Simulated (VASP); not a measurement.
# TiB (I-4m2) in VASP: single point with PBEsol

Aim: the single point of TiB with PBEsol.

Everything below comes from runs of VASP 6.6.1. Logs are shortened: lines on timing, memory, paths and dates and some standing lists are left out, and cuts for length are marked.

### Step 1. The cell of the first run

The structure is tetragonal, space group I-4m2 (No. 119). Conventional cell: a = 3.539 Å, b = 3.539 Å, c = 4.848 Å, α = 90.00°, β = 90.00°, γ = 90.00°. Ti (site symmetry -4m2) has 4 B at 2.14 Å within 2.8 Å. B (site symmetry -4m2) has 4 Ti at 2.14 Å within 2.8 Å.

### Step 2. Single point, PBEsol (biaxial strain in the a-b plane: +2.0 %)

The input, INCAR:

```
SYSTEM = TiB
PREC     = Accurate       ! precision mode
ENCUT    = 520            ! plane-wave cutoff, eV
EDIFF    = 1E-7           ! SCF threshold, eV
ISMEAR   = 0              ! smearing method
SIGMA    = 0.1            ! smearing width, eV
LREAL    = .False.        ! projectors in reciprocal space
LASPH    = .True.         ! aspherical terms in the spheres
NELM     = 80             ! most SCF steps
ALGO     = Normal         ! electronic algorithm
ISIF     = 2              ! what is computed and relaxed
LWAVE    = .False.        ! write WAVECAR
LCHARG   = .False.        ! write CHGCAR
GGA      = PS             ! functional
NBANDS   = 23             ! bands
```

The input, KPOINTS:

```
regular mesh
0
Gamma
  12 12 10
  0 0 0
```

The input, POSCAR:

```
TiB
1.0
    2.5024088516      2.5024088516      0.0000000000
   -2.5024088516      2.5024088516      0.0000000000
    0.0000000000      0.0000000000      4.8478038145
Ti B
2 2
Direct
    0.5000000000      0.0000000000      0.2500000000
    0.0000000000      0.5000000000      0.7500000000
    0.0000000000      0.0000000000      0.0000000000
    0.5000000000      0.5000000000      0.5000000000
```

Potentials or basis: VASP PAW PBE potentials, release 64 (Ti_sv, B).

On the command line:

```bash
> cat potpaw_PBE.64/Ti_sv/POTCAR potpaw_PBE.64/B/POTCAR > POTCAR
> mpirun -np 1 vasp_std > vasp.out
```

OUTCAR:

```text
SYSTEM = TiB
   PREC = Accurate
   ENCUT = 520
   EDIFF = 1E-7
   ISMEAR = 0
   LREAL = .False.
   LASPH = .True.
   NELM = 80
   ISIF = 2
   GGA = PS

 ion  position               nearest neighbor table
   1  0.500  0.000  0.250-   3 2.14   4 2.14   4 2.14   3 2.14
   2  0.000  0.500  0.750-   3 2.14   4 2.14   3 2.14   4 2.14
   3  0.000  0.000  0.000-   1 2.14   2 2.14   2 2.14   1 2.14
   4  0.500  0.500  0.500-   1 2.14   2 2.14   1 2.14   2 2.14

  LATTYP: Found a simple tetragonal cell.
 ALAT       =     3.5389405365
 C/A-ratio  =     1.3698460781

  Lattice vectors:

 A1 = (   2.5024088516,   2.5024088516,   0.0000000000)
 A2 = (  -2.5024088516,   2.5024088516,   0.0000000000)
 A3 = (   0.0000000000,   0.0000000000,   4.8478038145)

Analysis of symmetry for initial positions (statically):
=====================================================================
 Subroutine PRICEL returns following result:

  LATTYP: Found a body centered tetragonal cell.
 ALAT       =     3.5389405365
 C/A-ratio  =     1.3698460781

  Lattice vectors:

 A1 = (   0.0000000000,  -2.5024088516,  -2.4239019073)
 A2 = (   0.0000000000,   2.5024088516,  -2.4239019072)
 A3 = (   2.5024088516,   0.0000000000,   2.4239019073)

   2 primitive cells build up your supercell.

 Routine SETGRP: Setting up the symmetry group for a
 simple tetragonal supercell.

 Subroutine GETGRP returns: Found  8 space group operations
 (whereof  8 operations were pure point group operations)
 out of a pool of 16 trial point group operations.

The static configuration has the point symmetry D_2d.

Analysis of symmetry for dynamics (positions and initial velocities):
=====================================================================
 Subroutine PRICEL returns following result:

  LATTYP: Found a body centered tetragonal cell.
 ALAT       =     3.5389405365
 C/A-ratio  =     1.3698460781

  Lattice vectors:

 A1 = (   0.0000000000,  -2.5024088516,  -2.4239019073)
 A2 = (   0.0000000000,   2.5024088516,  -2.4239019072)
 A3 = (   2.5024088516,   0.0000000000,   2.4239019073)

   2 primitive cells build up your supercell.

 Routine SETGRP: Setting up the symmetry group for a
 simple tetragonal supercell.

[... 99 lines left out ...]
   LNONCOLLINEAR =      F non collinear calculations
   LSORBIT =      F    spin-orbit coupling
   LASPH  =      T    aspherical Exc in radial PAW
   ENCUT  =  520.0 eV  38.22 Ry    6.18 a.u.   6.58  6.58  9.01*2*pi/ulx,y,z
   NELM   =     80;   NELMIN=  2; NELMDL= -5     # of ELM steps
   EDIFF  = 0.1E-06   stopping-criterion for ELM
   LREAL  =      F    real-space projection
   EDIFFG = 0.1E-05   stopping-criterion for IOM
   NSW    =      0    number of steps for IOM
   IBRION =     -1    ionic relax: 0-MD 1-quasi-New 2-CG
   NFREE  =      0    steps in history (QN), initial steepest desc. (CG)
   ISIF   =      2    stress and relaxation
   ISYM   =      2    0-nonsym 1-usesym 2-fastsym
   POTIM  = 0.5000    time-step for ionic-motion
   TEBEG  =    0.0;   TEEND  =   0.0 temperature during run
   PSTRESS=    0.0 pullay stress
   NELECT =      30.0000    total number of electrons
   NUPDOWN=      -1.0000    fix difference up-down
   EMIN   =  10.00;   EMAX   =-10.00  energy-range for DOS
   EFERMI =   0.00;   METHOD = LEGACY
   ISMEAR =     0;   SIGMA  =   0.10  broadening in eV -4-tet -1-fermi 0-gaus
   EFERMI_NEDOS =   21; number of points for ismear=-14 and -15
   IALGO  =     38    algorithm
   IMIX   =      4    mixing-type and parameters
     AMIX     =   0.40;   BMIX     =  1.00
     AMIX_MAG =   1.60;   BMIX_MAG =  1.00
  volume/ion in A,a.u.               =      15.18       102.43
  Fermi-wavevector in a.u.,A,eV,Ry     =   1.294250  2.445777 22.790877  1.675082
  Thomas-Fermi vector in A             =   2.425844
   LORBIT       =      0    0 simple, 1 ext, 2 COOP (PROOUT), +10 PAW based schemes
   GGA     = PS    functional components
   LHFCALC =     F    Hartree Fock is set to
   AEXX    =    0.0000 exact exchange contribution
   IVDW    =     0    specifies the selected vdW correction
   LEPSILON=     F    determine dielectric tensor
   LRPA    =     F    only Hartree local field effects (RPA)
 non-spin polarized calculation
 Gauss-broadening in eV      SIGMA  =   0.10
  energy-cutoff  :      520.00
  volume of cell :       60.71
 maximum number of plane-waves:      1664
 NGX is ok and might be reduce to    28
   NGX = 13   NGY = 13   NGZ = 19

 number of electron      30.0000003 magnetization

 Free energy of the ion-electron system (eV)
  ---------------------------------------------------
  ext. energy  EPLUGINS =         0.00000000
  ---------------------------------------------------
  free energy    TOTEN  =       -27.65220901 eV

  energy without entropy =      -27.63370744  energy(sigma->0) =      -27.64295823

 E-fermi :   4.5527     XC(G=0): -10.5972

 val. band max:        4.5524466931   @ k =   0.4167   0.2500   0.4000
 cond. band min:       4.5537820594   @ k =   0.5000   0.2500   0.5000
 fundamental gap:      0.0013353663
 Fermi energy:         4.5526955462

 k-point     1 :       0.0000    0.0000    0.0000
  band No.  band energies     occupation
      1     -51.3784      2.00000
      2     -51.3605      2.00000
      3     -27.8190      2.00000
      4     -27.7475      2.00000
      5     -27.7475      2.00000
      6     -27.6960      2.00000
[... 613 lines left out ...]
     22       8.6434      0.00000
     23       8.8230      0.00000

 [... further k-points ...]

------------------------ aborting loop because EDIFF is reached ----------------------------------------

  FORCE on cell =-STRESS in cart. coord.  units (eV):
  Direction    XX          YY          ZZ          XY          YZ          ZX
  --------------------------------------------------------------------------------------
  -------------------------------------------------------------------------------------
  Total       -0.9008435     -0.9008435     -1.3528172      0.0000000      0.0000000      0.0000000
  in kB      -23.7721454    -23.7721454    -35.6991718      0.0000000      0.0000000      0.0000000
  external PRESSURE =     -27.7478208 kB  Pullay stress =       0.0000000 kB

 VOLUME and BASIS-vectors are now :
 -----------------------------------------------------------------------------
  energy-cutoff  :      520.00
  volume of cell :       60.71
      direct lattice vectors                 reciprocal lattice vectors
     2.502408852  2.502408852  0.000000000     0.199807477  0.199807477  0.000000000
    -2.502408852  2.502408852  0.000000000    -0.199807477  0.199807477  0.000000000
     0.000000000  0.000000000  4.847803814     0.000000000  0.000000000  0.206278975

 POSITION                                       TOTAL-FORCE (eV/Angst)
 -----------------------------------------------------------------------------------
      1.25120      1.25120      1.21195         0.000000      0.000000      0.000000
     -1.25120      1.25120      3.63585         0.000000      0.000000     -0.000000
      0.00000      0.00000      0.00000        -0.000000     -0.000000      0.000000
      0.00000      2.50241      2.42390        -0.000000     -0.000000      0.000000
 -----------------------------------------------------------------------------------
    total drift:                                0.000000      0.000000      0.000000

  FREE ENERGIE OF THE ION-ELECTRON SYSTEM (eV)
  ---------------------------------------------------
  free  energy   TOTEN  =       -27.6522090147 eV

  energy  without entropy=      -27.6337074412  energy(sigma->0) =      -27.64295823
```

OSZICAR:

```text
N       E                     dE             d eps       ncg     rms          rms(c)
DAV:   1     0.318886297772E+03    0.31889E+03   -0.15382E+04  7728   0.148E+03
DAV:   2     0.334671355995E+01   -0.31554E+03   -0.30566E+03  7868   0.437E+02
DAV:   3    -0.325153699186E+02   -0.35862E+02   -0.34800E+02 14046   0.122E+02
DAV:   4    -0.352103533756E+02   -0.26950E+01   -0.26758E+01  9969   0.331E+01
DAV:   5    -0.353858277025E+02   -0.17547E+00   -0.17546E+00 11641   0.660E+00    0.193E+01
DAV:   6    -0.278956982838E+02    0.74901E+01   -0.52522E+01 10259   0.537E+01    0.581E+00
DAV:   7    -0.276221464220E+02    0.27355E+00   -0.61730E+00  9812   0.198E+01    0.344E+00
DAV:   8    -0.276378295436E+02   -0.15683E-01   -0.26523E-01 10538   0.387E+00    0.152E+00
DAV:   9    -0.276535551569E+02   -0.15726E-01   -0.54266E-02  8904   0.202E+00    0.348E-01
DAV:  10    -0.276522279393E+02    0.13272E-02   -0.93418E-03 10693   0.678E-01    0.122E-01
DAV:  11    -0.276522798295E+02   -0.51890E-04   -0.77953E-04 10642   0.207E-01    0.438E-02
DAV:  12    -0.276522103413E+02    0.69488E-04   -0.29658E-04 10756   0.142E-01    0.244E-02
DAV:  13    -0.276522098891E+02    0.45229E-06   -0.24372E-05 10526   0.427E-02    0.921E-03
DAV:  14    -0.276522090870E+02    0.80206E-06   -0.79921E-06 11510   0.214E-02    0.912E-04
DAV:  15    -0.276522090147E+02    0.72313E-07   -0.12642E-07  7499   0.297E-03
   1 F= -.27652209E+02 E0= -.27642958E+02  d E =-.185016E-01
```

It took 90 s on 1 thread of Intel Xeon 6975P-C (Granite Rapids), shared host; peak memory 0.32 GiB.

Results:

```yaml
Free_energy: -27.6522 eV
Pressure: -2.8 GPa
Band_gap_on_the_k_mesh: zero (bands 15 and 16 overlap by 1.38 eV)
```

Levels at points of the mesh, in eV from the Fermi level:
```tsv
k point	band 13	band 14	band 15	band 16	band 17	band 18
(0.00, 0.00, 0.00)	-1.00	-0.93	0.77	0.78	0.78	2.04
(0.50, 0.00, 0.00)	-1.00	-1.00	-0.29	-0.29	1.78	1.78
(0.50, 0.50, 0.00)	0.57	0.57	0.84	0.84	0.99	0.99
(0.00, 0.00, 0.50)	-0.41	-0.41	-0.41	-0.41	1.28	1.28
(0.50, 0.00, 0.50)	-0.64	-0.64	-0.46	-0.46	2.49	2.49
(0.50, 0.50, 0.50)	-0.32	-0.32	0.32	0.32	1.09	1.09
```

Caveat: the cell differs from its parent crystal (biaxial strain in the a-b plane: +2.0 %); the PAW data sets were made with another functional, which shifts forces and pressure a little.
